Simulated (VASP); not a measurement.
NaI:

```xyz
2
Lattice="0.0000 3.2790 3.2790 3.2790 0.0000 3.2790 3.2790 3.2790 0.0000" Properties=species:S:1:pos:R:3 pbc="T T T"
I     3.2790    3.2790    3.2790
Na    0.0000    0.0000    0.0000
```

Base run:

| Item | Value |
| --- | --- |
| Program | VASP 6.6.1 |
| Functional | PBEsol |
| Potentials or basis | VASP PAW PBE potentials, release 64 (I, Na_pv) |
| Cutoff | 520 eV |
| k mesh | 7 × 7 × 7 |
| Occupations | fermi-dirac, width 0.05 eV |
| Spin | no spin polarisation |

Its results: band gap on the k mesh 3.41 eV, direct; pressure -1.0 GPa.

Problem. The run is repeated on the same cell with these changes: functional from PBEsol to r2SCAN. What comes out?

Solution. Band gap on the k mesh 4.32 eV, direct; pressure -0.7 GPa.

r2SCAN gives the wider gap, since meta-GGAs in the generalised Kohn-Sham scheme recover part of the derivative discontinuity.

Caveats: the PAW data sets were made with another functional, which shifts forces and pressure a little; spin-orbit coupling is left out, which moves the levels of the heavy elements.

